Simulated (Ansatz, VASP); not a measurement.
Given: the input of a run of VASP 6.6.1 on O.

The input INCAR:

```
  PREC = Accurate
  ENCUT = 520
  EDIFF = 1E-6
  ISMEAR = -1
  SIGMA = 0.02
  LREAL = F
  LASPH = T
  NELM = 100
  ALGO = Fast
  ISIF = 2
  LWAVE = F
  LCHARG = T
  GGA = PE
  LELF = T
  LVHAR = T
  NBANDS = 13
```

Contents of KPOINTS:

```
Automatic mesh
0
Gamma
  4 4 4
```

Contents of POSCAR:

```
O
1.0
    1.6749479049      0.9670316238      3.7319995215
   -1.6749479049      0.9670316238      3.7319995215
    0.0000000000     -1.9340632475      3.7319995215
O
2
Direct
    0.0546147200      0.0546147200      0.0546147200
    0.9453852800      0.9453852800      0.9453852800
```

Potentials or basis: VASP PAW PBE potentials, release 64 (O).

Run with:

```console
$ cat potpaw_PBE.64/O/POTCAR > POTCAR
$ mpirun -np 1 vasp_std > vasp.out
```

Set up the same calculation for Ansatz 0.2.0. Potentials there: all-electron LAPW, scalar-relativistic.

As run (the cutoff follows the program's own potentials):

input.yaml

```yaml
crystal:
  lattice:
    - [1.6749479049, 0.9670316238, 3.7319995215]
    - [-1.6749479049, 0.9670316238, 3.7319995215]
    - [0.0, -1.9340632475, 3.7319995215]
  atoms:
    - { symbol: O, position: [0.05461472, 0.05461472, 0.05461472] }
    - { symbol: O, position: [0.94538528, 0.94538528, 0.94538528] }
kpoints:
  mp_grid: { grid: [4, 4, 4] }
scf:
  occupations: { method: fermi_dirac, width: 0.02 }
hamiltonian:
  xc: pbe
  pseudopotentials: { kind: all_electron, lapw: { basis_error: 0.003 } }
output:
  forces: true
  stress: true
  eigenvalues: true
```

Potentials or basis: all-electron LAPW, scalar-relativistic.

Run with:

```bash
$ ansatz run input.yaml --threads 1 --pin off --max-ram 2560MiB --backend cpu --events-out ev --progress --plain --runs-dir out
```

Both were run:

|  | VASP | Ansatz | Ansatz less VASP |
| --- | --- | --- | --- |
| gap on the k mesh at the Fermi level (eV) | none | none | - |
| pressure (GPa) | -1.3 | -3.1 | -1.85 |
| traceless stress, the component that is largest in VASP (GPa) | 4.43 | 0.35 | -4.078 |
| rms of the force components (eV/Å) | 0.436 | 0.226 | -0.2100 |

Atom by atom the forces differ by 0.663 eV/Å (rms over components). A gap of «none» marks a metal or a gap that the smearing closes. Ansatz ran all-electron here, and VASP with PAW potentials.

The k mesh is coarse, so the values compare programs but aren't converged. Noted on VASP's run: the standard files for N, O and F lose accuracy on very short bonds; spin is off for a triplet molecule. Noted on Ansatz's run: spin is off for a triplet molecule.
